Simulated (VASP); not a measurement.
A run of VASP 6.6.1 is set up as follows.

The input INCAR:

```
SYSTEM = Ti3HN3
  ALGO = Normal
  DIPOL = 0.5 0.5 0.333
  EDIFF = 1E-6
  EDIFFG = -0.025
  ENCUT = 520
  GGA = PE
  IBRION = 2
  IDIPOL = 3
  ISIF = 2
  ISMEAR = 0
  KPAR = 4
  LASPH = .TRUE.
  LCHARG = .FALSE.
  LDIPOL = .TRUE.
  LREAL = .FALSE.
  LWAVE = .FALSE.
  NELM = 60
  NSW = 36
  PREC = Accurate
  SIGMA = 0.1
```

The input KPOINTS:

```
k-points
0
G
  9 9 1
  0 0 0
```

POSCAR

```
Ti3HN3
1.0
    3.0028555065      0.0000000000      0.0000000000
    0.0000000000      3.0028555065      0.0000000000
    0.0000000000      0.0000000000     19.7584945265
Ti N H
3 3 1
Selective dynamics
Direct
    0.5000000000      0.5000000000      0.2024445736  F F F
    0.0000000000      0.0000000000      0.3072496201  F F F
    0.5000000000      0.5000000000      0.4076776418  F F F
    0.0000000000      0.0000000000      0.2024445736  F F F
    0.5000000000      0.5000000000      0.3055678856  F F F
    0.0000000000      0.0000000000      0.4179718508  F F F
    0.1250000000      0.2500000000      0.4848831977  F F T
```

Potentials or basis: VASP PAW PBE potentials, release 64 (Ti_sv, N, H).

The run is started by

```bash
$ cat potpaw_PBE.64/Ti_sv/POTCAR potpaw_PBE.64/N/POTCAR potpaw_PBE.64/H/POTCAR > POTCAR
$ mpirun -np 4 vasp_std > vasp.out
```

Problem. Predict the band gap on the k mesh.

Solution. Zero (bands 26 and 27 overlap by 1.66 eV).

Problem. Estimate the energy gained by relaxing.

Solution. 23.7 meV/atom.

The path:
| step | energy change (eV) | largest force on free atoms (eV/Å) | pressure (GPa) |
| --- | --- | --- | --- |
| 1 | 0.0000 | 0.7348 | -1.96 |
| 2 | -0.0256 | 0.7112 | -1.88 |
| 3 | -0.0957 | 0.5937 | -1.57 |
| 4 | -0.1655 | 0.0588 | -0.75 |
| 5 | -0.1658 | 0.0336 | -0.84 |
| 6 | -0.1659 | 0.0012 | -0.81 |
